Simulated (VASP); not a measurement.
A run of VASP 6.6.1 is set up as follows.

Contents of INCAR:

```
SYSTEM = Sc
ALGO = Normal ; EDIFF = 1E-7
EDIFFG = -0.01 ; ENCUT = 600
GGA = PE ; IBRION = 2
ISIF = 3 ; ISMEAR = -1
LASPH = .True. ; LCHARG = .False.
LREAL = .False. ; LWAVE = .False.
NELM = 100 ; NSW = 80
PREC = Accurate ; SIGMA = 0.05
```

The input KPOINTS:

```
k-points
0
Gamma
  15 15 8
  0 0 0
```

The input POSCAR:

```
Sc
1.0
    3.3090000000      0.0000000000      0.0000000000
   -1.6545000000      2.8656780000      0.0000000000
    0.0000000000      0.0000000000      5.2733000000
Sc
2
Direct
    0.3333333333      0.6666666667      0.2500000000
    0.6666666667      0.3333333333      0.7500000000
```

Potentials or basis: VASP PAW PBE potentials, release 64 (Sc_sv).

Launch:

```bash
$ cat potpaw_PBE.64/Sc_sv/POTCAR > POTCAR
$ mpirun -np 1 vasp_std > vasp.out
```

(1) Estimate the relaxed cell.

(2) Estimate the relaxed volume.

Results:

(1) a = 3.319 Å, b = 3.319 Å, c = 5.170 Å, α = 90.00°, β = 90.00°, γ = 120.00°.

(2) 24.67 Å³/atom.
